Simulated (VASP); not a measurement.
# Na4H in VASP: a series of runs

Runs on Na4H. Level: PBE. Tasks: single point.

Program: VASP 6.6.1. These are calculated values, not measurements. Logs are shortened: lines on timing, memory, paths and dates and some standing lists are left out, and cuts for length are marked.

## Step 1: The cell of the first run

The cell holds a slab with vacuum, 10 atoms: a = 7.267 Å, b = 7.267 Å, c = 20.967 Å, α = 90.00°, β = 90.00°, γ = 109.47°.

## Step 2: Single point, PBE

Input file INCAR:

```
SYSTEM = Na4H
PREC = Accurate ; ENCUT = 400
EDIFF = 1E-6 ; ISMEAR = 0
SIGMA = 0.1 ; LREAL = .FALSE.
LASPH = .TRUE. ; NELM = 120
ALGO = Normal ; ISIF = 2
LWAVE = .FALSE. ; LCHARG = .TRUE.
LDIPOL = .TRUE. ; IDIPOL = 3
DIPOL = 0.5 0.5 0.295 ; GGA = PE
LELF = .TRUE. ; LVHAR = .TRUE.
LVACPOTAV = .TRUE. ; NBANDS = 40
GGA_COMPAT = .FALSE. ; NELMDL = -8
```

Input file KPOINTS:

```
Automatic mesh
0
G
  4 4 1
  0 0 0
```

Input file POSCAR:

```
Na4H
1.0
    7.2665054626      0.0000000000      0.0000000000
   -2.4221684875      6.8509270508      0.0000000000
    0.0000000000      0.0000000000     20.9665384335
Na H
8 2
Direct
    0.2500000000      0.2500000000      0.1907801811
    0.2500000000      0.7500000000      0.1907801811
    0.7500000000      0.2500000000      0.1907801811
    0.7500000000      0.7500000000      0.1907801811
    0.0000000000      0.0000000000      0.3322693660
    0.0000000000      0.5000000000      0.3322693660
    0.5000000000      0.0000000000      0.3322693660
    0.5000000000      0.5000000000      0.3322693660
    0.0637974121      0.3333333333      0.4300442089
    0.2695359212      0.3333333333      0.4300442089
```

Potentials or basis: VASP PAW PBE potentials, release 64 (Na_pv, H).

On the command line:

```bash
> cat potpaw_PBE.64/Na_pv/POTCAR potpaw_PBE.64/H/POTCAR > POTCAR
> mpirun -np 1 vasp_std > vasp.out
```

OUTCAR:

```text
SYSTEM = Na4H
   PREC = Accurate
   ENCUT = 400
   EDIFF = 1E-6
   ISMEAR = 0
   LREAL = .FALSE.
   LASPH = .TRUE.
   NELM = 120
   ISIF = 2
   GGA = PE
   NELMDL = -8

 ion  position               nearest neighbor table
   1  0.250  0.250  0.191-
   2  0.250  0.750  0.191-
   3  0.750  0.250  0.191-
   4  0.750  0.750  0.191-
   5  0.000  0.000  0.332-
   6  0.000  0.500  0.332-
   7  0.500  0.000  0.332-
   8  0.500  0.500  0.332-
   9  0.064  0.333  0.430-
  10  0.270  0.333  0.430-

  LATTYP: Found a base centered orthorhombic cell.
 ALAT       =     8.3906377698
 B/A-ratio  =     1.4142135624
 C/A-ratio  =     2.4988015225

  Lattice vectors:

 A1 = (   7.2665054626,   0.0000000000,   0.0000000000)
 A2 = (  -2.4221684875,   6.8509270508,   0.0000000000)
 A3 = (   0.0000000000,   0.0000000000,  20.9665384335)

Analysis of symmetry for initial positions (statically):
=====================================================================
 Subroutine PRICEL returns:
 Original cell was already a primitive cell.

 Routine SETGRP: Setting up the symmetry group for a
 base centered orthorhombic supercell.

 Subroutine GETGRP returns: Found  1 space group operations
 (whereof  1 operations were pure point group operations)
 out of a pool of  8 trial point group operations.

The static configuration has the point symmetry C_1 .

Analysis of symmetry for dynamics (positions and initial velocities):
=====================================================================
 Subroutine PRICEL returns:
 Original cell was already a primitive cell.

 Routine SETGRP: Setting up the symmetry group for a
 base centered orthorhombic supercell.

 Subroutine GETGRP returns: Found  1 space group operations
 (whereof  1 operations were pure point group operations)
 out of a pool of  8 trial point group operations.

The dynamic configuration has the point symmetry C_1 .

 Subroutine INISYM returns: Found  1 space group operations
 (whereof  1 operations are pure point group operations),
 and found     1 'primitive' translations

----------------------------------------------------------------------------------------

                                     Primitive cell

  volume of cell :    1043.7625

  direct lattice vectors                    reciprocal lattice vectors
     7.266505463  0.000000000  0.000000000     0.137617732  0.048655216  0.000000000
    -2.422168488  6.850927051  0.000000000     0.000000000  0.145965647  0.000000000
     0.000000000  0.000000000 20.966538433     0.000000000  0.000000000  0.047695045

  length of vectors
     7.266505463  7.266505463 20.966538433     0.145965647  0.145965647  0.047695045

  position of ions in fractional coordinates (direct lattice)
     0.250000000  0.250000000  0.190780181
     0.250000000  0.750000000  0.190780181
     0.750000000  0.250000000  0.190780181
     0.750000000  0.750000000  0.190780181
     0.000000000  0.000000000  0.332269366
     0.000000000  0.500000000  0.332269366
     0.500000000  0.000000000  0.332269366
     0.500000000  0.500000000  0.332269366
     0.063797412  0.333333333  0.430044209
     0.269535921  0.333333333  0.430044209

  ion indices of the primitive-cell ions
   primitive index   ion index
                 1           1
                 2           2
                 3           3
                 4           4
                 5           5
                 6           6
                 7           7
                 8           8
                 9           9
                10          10

----------------------------------------------------------------------------------------

 KPOINTS: Automatic mesh

Automatic generation of k-mesh.
 Grid dimensions read from file:
 generate k-points for:    4    4    1

 Generating k-lattice:

  Cartesian coordinates                     Fractional coordinates (reciprocal lattice)
     0.034404433  0.012163804  0.000000000     0.250000000  0.000000000  0.000000000
     0.000000000  0.036491412  0.000000000     0.000000000  0.250000000  0.000000000
     0.000000000  0.000000000  0.047695045     0.000000000  0.000000000  1.000000000

  Length of vectors
     0.036491412  0.036491412  0.047695045

  Shift w.r.t. Gamma in fractional coordinates (k-lattice)
     0.000000000  0.000000000  0.000000000

 Subroutine IBZKPT returns following result:
 ===========================================

 Found     10 irreducible k-points:

 Following reciprocal coordinates:
            Coordinates               Weight
  0.000000  0.000000  0.000000      1.000000
  0.250000 -0.000000  0.000000      2.000000
  0.000000  0.250000  0.000000      2.000000
  0.500000 -0.000000  0.000000      1.000000
  0.000000  0.500000  0.000000      1.000000
  0.250000  0.250000  0.000000      2.000000
  0.500000  0.250000  0.000000      2.000000
  0.250000  0.500000  0.000000      2.000000
 -0.250000  0.250000  0.000000      2.000000
  0.500000  0.500000  0.000000      1.000000
   k-points           NKPTS =     10   k-points in BZ     NKDIM =     10   number of bands    NBANDS=     40
   number of dos      NEDOS =    301   number of ions     NIONS =     10
   total plane-waves  NPLWV = 322560
   dimension x,y,z NGX =    48 NGY =   48 NGZ =  140
   dimension x,y,z NGXF=    96 NGYF=   96 NGZF=  280
   ions per type =               8   2
   NGX,Y,Z   is equivalent  to a cutoff of  10.98, 10.98, 11.10 a.u.
   NGXF,Y,Z  is equivalent  to a cutoff of  21.96, 21.96, 22.20 a.u.
 SYSTEM =  Na4H
   PREC   = accura    normal or accurate (medium, high low for compatibility)
   ISTART =      0    job   : 0-new  1-cont  2-samecut
   ICHARG =      2    charge: 1-file 2-atom 10-const
   ISPIN  =      1    spin polarized calculation?
   LNONCOLLINEAR =      F non collinear calculations
   LSORBIT =      F    spin-orbit coupling
   LASPH  =      T    aspherical Exc in radial PAW
   ENCUT  =  400.0 eV  29.40 Ry    5.42 a.u.  11.85 11.85 34.19*2*pi/ulx,y,z
   NELM   =    120;   NELMIN=  2; NELMDL= -8     # of ELM steps
   EDIFF  = 0.1E-05   stopping-criterion for ELM
   LREAL  =      F    real-space projection
[... 7 lines left out ...]
   TEBEG  =    0.0;   TEEND  =   0.0 temperature during run
   PSTRESS=    0.0 pullay stress
   NELECT =      58.0000    total number of electrons
   NUPDOWN=      -1.0000    fix difference up-down
   EMIN   =  10.00;   EMAX   =-10.00  energy-range for DOS
   EFERMI =   0.00;   METHOD = LEGACY
   ISMEAR =     0;   SIGMA  =   0.10  broadening in eV -4-tet -1-fermi 0-gaus
   EFERMI_NEDOS =   21; number of points for ismear=-14 and -15
   IALGO  =     38    algorithm
   IMIX   =      4    mixing-type and parameters
     AMIX     =   0.40;   BMIX     =  1.00
     AMIX_MAG =   1.60;   BMIX_MAG =  1.00
  volume/ion in A,a.u.               =     104.38       704.37
  Fermi-wavevector in a.u.,A,eV,Ry     =   0.624717  1.180545  5.309971  0.390272
  Thomas-Fermi vector in A             =   1.685372
   LORBIT       =      0    0 simple, 1 ext, 2 COOP (PROOUT), +10 PAW based schemes
   GGA     = PE    functional components
   LHFCALC =     F    Hartree Fock is set to
   AEXX    =    0.0000 exact exchange contribution
   IVDW    =     0    specifies the selected vdW correction
   LEPSILON=     F    determine dielectric tensor
   LRPA    =     F    only Hartree local field effects (RPA)
 non-spin polarized calculation
 Gauss-broadening in eV      SIGMA  =   0.10
  energy-cutoff  :      400.00
  volume of cell :     1043.76
 maximum number of plane-waves:     19038
   NGX = 23   NGY = 23   NGZ = 69

 number of electron      57.9999956 magnetization

 dipolmoment           0.000000      0.000000      0.250270 electrons x Angstroem

 Free energy of the ion-electron system (eV)
  ---------------------------------------------------
  ext. energy  EPLUGINS =         0.00000000
  ---------------------------------------------------
  free energy    TOTEN  =       -13.81667643 eV

  energy without entropy =      -13.79079507  energy(sigma->0) =      -13.80373575

 E-fermi :  -2.2488     XC(G=0):  -2.6439

 val. band max:       -2.2574286955   @ k =   0.0000   0.0000   0.0000
 cond. band min:      -2.2264738119   @ k =   0.5000  -0.0000   0.0000
 fundamental gap:      0.0309548836
 Fermi energy:        -2.2487625384

 k-point     1 :       0.0000    0.0000    0.0000
  band No.  band energies     occupation
      1     -27.4583      2.00000
      2     -27.4504      2.00000
      3     -27.4458      2.00000
      4     -27.4449      2.00000
      5     -27.4392      2.00000
      6     -27.4333      2.00000
[... 32 lines left out ...]
     39       0.3093      0.00000
     40       0.4741      0.00000

 k-point     2 :       0.2500   -0.0000    0.0000
  band No.  band energies     occupation
      1     -27.4582      2.00000
      2     -27.4500      2.00000
      3     -27.4451      2.00000
      4     -27.4435      2.00000
      5     -27.4384      2.00000
      6     -27.4332      2.00000
[... 32 lines left out ...]
     39       0.5712      0.00000
     40       0.7612      0.00000

 k-point     3 :       0.0000    0.2500    0.0000
  band No.  band energies     occupation
      1     -27.4581      2.00000
      2     -27.4502      2.00000
      3     -27.4456      2.00000
      4     -27.4439      2.00000
      5     -27.4388      2.00000
      6     -27.4332      2.00000
[... 251 lines left out ...]
  band No.  band energies     occupation
      1     -27.4581      2.00000
      2     -27.4499      2.00000
      3     -27.4440      2.00000
      4     -27.4431      2.00000
      5     -27.4383      2.00000
      6     -27.4330      2.00000
[... 32 lines left out ...]
     39       0.9250      0.00000
     40       0.9993      0.00000

 k-point    10 :       0.5000    0.5000    0.0000
  band No.  band energies     occupation
      1     -27.4579      2.00000
      2     -27.4496      2.00000
      3     -27.4419      2.00000
      4     -27.4412      2.00000
      5     -27.4374      2.00000
      6     -27.4327      2.00000
[... 32 lines left out ...]
     39       0.9964      0.00000
     40       1.0793      0.00000

------------------------ aborting loop because EDIFF is reached ----------------------------------------

  FORCE on cell =-STRESS in cart. coord.  units (eV):
  Direction    XX          YY          ZZ          XY          YZ          ZX
  --------------------------------------------------------------------------------------
  -------------------------------------------------------------------------------------
  Total       -3.5537355     -2.0498930     -2.0337086     -0.1928735     -0.1201247     -0.0376379
  in kB       -5.4549906     -3.1465895     -3.1217465     -0.2960611     -0.1843916     -0.0577743
  external PRESSURE =      -3.9077755 kB  Pullay stress =       0.0000000 kB

 VOLUME and BASIS-vectors are now :
 -----------------------------------------------------------------------------
  energy-cutoff  :      400.00
  volume of cell :     1043.76
      direct lattice vectors                 reciprocal lattice vectors
     7.266505463  0.000000000  0.000000000     0.137617732  0.048655216  0.000000000
    -2.422168488  6.850927051  0.000000000     0.000000000  0.145965647  0.000000000
     0.000000000  0.000000000 20.966538433     0.000000000  0.000000000  0.047695045

 POSITION                                       TOTAL-FORCE (eV/Angst)
 -----------------------------------------------------------------------------------
      1.21108      1.71273      4.00000         0.026886     -0.013012      0.013755
      0.00000      5.13820      4.00000        -0.001092      0.021373      0.036673
      4.84434      1.71273      4.00000        -0.018646     -0.004805     -0.001956
      3.63325      5.13820      4.00000        -0.004201     -0.002241      0.014294
      0.00000      0.00000      6.96654         0.005517      0.143669      0.164199
     -1.21108      3.42546      6.96654         0.045325     -0.078997      0.204197
      3.63325      0.00000      6.96654        -0.005100      0.068490      0.060822
      2.42217      3.42546      6.96654        -0.034685     -0.078097      0.201665
     -0.34381      2.28364      9.01654         1.690144     -0.034748     -0.313747
      1.15119      2.28364      9.01654        -1.704149     -0.021632     -0.379902
 -----------------------------------------------------------------------------------
    total drift:                               -0.000016      0.000012     -0.002152

  FREE ENERGIE OF THE ION-ELECTRON SYSTEM (eV)
  ---------------------------------------------------
  free  energy   TOTEN  =       -13.8166764257 eV

  energy  without entropy=      -13.7907950664  energy(sigma->0) =      -13.80373575

 vacuum level on the upper side and lower side of the slab         1.615         0.705
```

Run time: 4.6 min. Hardware: 1 thread of Intel Xeon 6975P-C (Granite Rapids), shared host; peak memory 0.74 GiB.

What came out:

* Free energy: -13.8167 eV
* Largest force: 1.746 eV/Å
* Band gap on the k mesh: zero (bands 29 and 30 overlap by 0.70 eV)

Forces on the atoms (eV/Å):
```
Na   0.027 -0.013  0.014
Na  -0.001  0.021  0.037
Na  -0.019 -0.005 -0.002
Na  -0.004 -0.002  0.014
Na   0.006  0.144  0.164
Na   0.045 -0.079  0.204
Na  -0.005  0.068  0.061
Na  -0.035 -0.078  0.202
H    1.690 -0.035 -0.314
H   -1.704 -0.022 -0.380
```

## Step 3: Single point, PBE

Input file INCAR:

```
SYSTEM = Na4H
PREC = Accurate ; ENCUT = 400
EDIFF = 1E-6 ; ISMEAR = 0
SIGMA = 0.1 ; LREAL = .FALSE.
LASPH = .TRUE. ; NELM = 120
ALGO = Normal ; ISIF = 2
LWAVE = .FALSE. ; LCHARG = .FALSE.
LDIPOL = .TRUE. ; IDIPOL = 3
DIPOL = 0.5 0.5 0.286 ; GGA = PE
NBANDS = 40 ; GGA_COMPAT = .FALSE.
NELMDL = -8
```

KPOINTS is that of step 2.

Edit POSCAR of step 2 so:

```diff
@@ -16,3 +16,3 @@
     0.5000000000      0.5000000000      0.3322693660
-    0.0637974121      0.3333333333      0.4300442089
-    0.2695359212      0.3333333333      0.4300442089
+    0.0394390736      0.3333333333      0.3842569654
+    0.2938942597      0.3333333333      0.3842569654
```

Potentials or basis: VASP PAW PBE potentials, release 64 (Na_pv, H).

On the command line:

```bash
> cat potpaw_PBE.64/Na_pv/POTCAR potpaw_PBE.64/H/POTCAR > POTCAR
> mpirun -np 1 vasp_std > vasp.out
```

Run time: 4.2 min. Hardware: 1 thread of Intel Xeon 6975P-C (Granite Rapids), shared host; peak memory 0.75 GiB.

Results (log left out):

```
Free energy            : -13.9759 eV
Largest force          : 1.684 eV/Å
Band gap on the k mesh : zero (bands 29 and 30 overlap by 0.78 eV)
```

Forces in eV/Å, atoms in the order of the input:
```
Na   0.028 -0.003 -0.043
Na   0.006  0.025  0.025
Na  -0.009 -0.011 -0.051
Na  -0.013  0.003  0.054
Na   0.014  0.513  0.278
Na  -0.542  1.053 -0.889
Na  -0.049  0.177  0.092
Na   0.319  0.352 -0.214
H    0.354 -1.457  0.767
H   -0.107 -0.652 -0.019
```

Levels at points of the mesh, in eV from the Fermi level:
| k point | band 25 | band 26 | band 27 | band 28 | band 29 | band 30 | band 31 | band 32 | band 33 | band 34 |
| --- | --- | --- | --- | --- | --- | --- | --- | --- | --- | --- |
| (0.00, 0.00, 0.00) | -3.54 | -2.29 | -0.51 | -0.48 | 0.48 | 0.51 | 0.70 | 0.79 | 1.28 | 1.48 |
| (0.50, 0.00, 0.00) | -3.36 | -1.98 | -1.54 | -0.69 | 0.09 | 0.15 | 0.74 | 0.78 | 1.76 | 1.80 |
| (0.00, 0.50, 0.00) | -3.40 | -1.89 | -1.49 | -0.58 | -0.18 | 0.19 | 0.63 | 0.81 | 1.72 | 1.85 |
| (0.50, 0.50, 0.00) | -3.32 | -1.72 | -1.35 | -0.77 | -0.43 | -0.31 | 0.58 | 0.64 | 1.54 | 1.65 |

(Part 1 of 2 ends here.)
